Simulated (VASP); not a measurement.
## Na: single point with LDA

Crystal: Na.

```
Na
1.0
    -2.05541    2.05541    2.05541
     2.05541   -2.05541    2.05541
     2.05541    2.05541   -2.05541
Na
1
Cartesian
  0.0000 0.0000 0.0000
```

This cell differs from its parent crystal: volume scaled by 1.04.

| Quantity | Value |
| --- | --- |
| Program | VASP 6.6.1 |
| Task | single point |
| Functional | LDA |
| Potentials or basis | VASP PAW LDA potentials, release 64 (Na_pv) |
| Cutoff | 520 eV |
| k mesh | 18 × 18 × 18 |
| Occupations | fermi-dirac, width 0.1 eV |
| Spin | no spin polarisation |

The pressure is -0.4 GPa.

Levels at points of the mesh, in eV from the Fermi level:
```csv
k point,band 1,band 2,band 3,band 4,band 5,band 6,band 7
"(0.00, 0.00, 0.00)",-24.90,-24.90,-24.90,-3.42,12.06,12.06,12.06
"(0.50, 0.00, 0.00)",-24.94,-24.91,-24.90,0.79,1.25,8.47,9.47
"(0.50, 0.50, 0.50)",-24.93,-24.93,-24.93,4.69,4.69,5.07,5.07
```

Run time: 36 s on 1 thread of Intel(R) Xeon(R) Platinum 8259CL CPU @ 2.50GHz (Skylake/Cascade Lake), on a shared host, peak memory 0.17 GiB.
